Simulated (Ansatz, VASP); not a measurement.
**Na in VASP and in Ansatz**

INCAR

```
SYSTEM = Na
  ALGO = Normal
  EDIFF = 1E-7
  ENCUT = 520
  GGA = PS
  ISIF = 2
  ISMEAR = 0
  LASPH = .TRUE.
  LCHARG = .FALSE.
  LREAL = .FALSE.
  LWAVE = .FALSE.
  NBANDS = 10
  NELM = 100
  PREC = Accurate
  SIGMA = 0.1
```

KPOINTS

```
k-points
0
G
  14 14 14
  0 0 0
```

File POSCAR:

```
Na
1.0
   -1.9976220863      1.9976220863      1.9976220863
    1.9976220863     -1.9976220863      1.9976220863
    1.9976220863      1.9976220863     -1.9976220863
Na
1
Direct
    0.0000000000      0.0000000000      0.0000000000
```

Input for Ansatz:

```yaml
crystal:
  lattice:
    - [-1.9976220863, 1.9976220863, 1.9976220863]
    - [1.9976220863, -1.9976220863, 1.9976220863]
    - [1.9976220863, 1.9976220863, -1.9976220863]
  atoms:
    - { symbol: Na, position: [0.0, 0.0, 0.0] }
basis:
  ecutwfc: 420
kpoints:
  mp_grid: { grid: [14, 14, 14] }
hamiltonian:
  xc: pbesol
scf:
  occupations: { method: gaussian, width: 0.1 }
output:
  forces: true
  stress: true
  eigenvalues: true
```

Alike in both runs: task single point; functional PBEsol; k mesh 14 × 14 × 14; occupations gaussian, width 0.1 eV; no spin polarisation.

|  | VASP | Ansatz |
| --- | --- | --- |
| version | VASP 6.6.1 | Ansatz 0.2.0 |
| potentials or method | VASP PAW PBE potentials, release 64 (Na_pv), cutoff 520 eV | scalar-relativistic, plane waves, PAW |
| valence electrons in the cell | 7 | 9 |

|  | VASP | Ansatz | Ansatz less VASP |
| --- | --- | --- | --- |
| gap on the k mesh at the Fermi level (eV) | none | none | - |
| pressure (GPa) | 1.3 | 1.3 | -0.01 |

VASP's potentials were made for PBE, not for PBEsol. A gap of «none» marks a metal or a gap that the smearing closes. VASP's potentials hold 7 valence electrons a cell and Ansatz's 9, so a difference there can come from the potentials and not from the codes.
